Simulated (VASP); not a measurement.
Wanted: the native input for a VASP 6.6.1 run.

```yaml
Task: single point
Functional: LDA
Potentials_or_basis: VASP PAW LDA potentials, release 64 (Ge_d)
Cutoff: 520 eV
k_mesh: 16 × 16 × 10
Occupations: gaussian, width 0.1 eV
Spin: no spin polarisation
Dipole_correction: no
Further_INCAR_settings: ALGO = Normal; EDIFF = 1e-07; NBANDS = 21
```

The structure of Ge lies in POSCAR:

```
Ge
1.0
    1.4315664360     -2.5928992742      0.0000000000
    1.4315664360      2.5928992742      0.0000000000
    0.0000000000      0.0000000000      4.6555945061
Ge
2
Direct
    0.6858234977      0.3141765023      0.2500000000
    0.3141765023      0.6858234977      0.7500000000
```

This cell differs from its parent crystal: functional LDA, strained.

These files were run (other wordings do the same):

INCAR

```
SYSTEM = Ge
PREC = Accurate
ENCUT = 520
EDIFF = 1E-7
ISMEAR = 0
SIGMA = 0.1
LREAL = .FALSE.
LASPH = .TRUE.
NELM = 100
ALGO = Normal
ISIF = 2
LWAVE = .FALSE.
LCHARG = .FALSE.
NBANDS = 21
```

KPOINTS

```
Automatic mesh
0
G
  16 16 10
  0 0 0
```

Potentials or basis: VASP PAW LDA potentials, release 64 (Ge_d).

Run with:

```bash
$ cat potpaw_LDA.64/Ge_d/POTCAR > POTCAR
$ mpirun -np 1 vasp_std > vasp.out
```

It gave:

| Quantity | Value |
| --- | --- |
| Pressure | 3.7 GPa |
| Largest force | 0.043 eV/Å |
| Band gap on the k mesh | zero (band 14 reaches 14.59 eV, above the bottom of band 15 at 4.64 eV) |

Caveat: the cell differs from its parent crystal (functional LDA, strained).

Wall time 2 min on 1 thread of AMD EPYC 9R45 96-Core Processor (Zen 5), with other jobs on the host, peak memory 0.3 GiB.
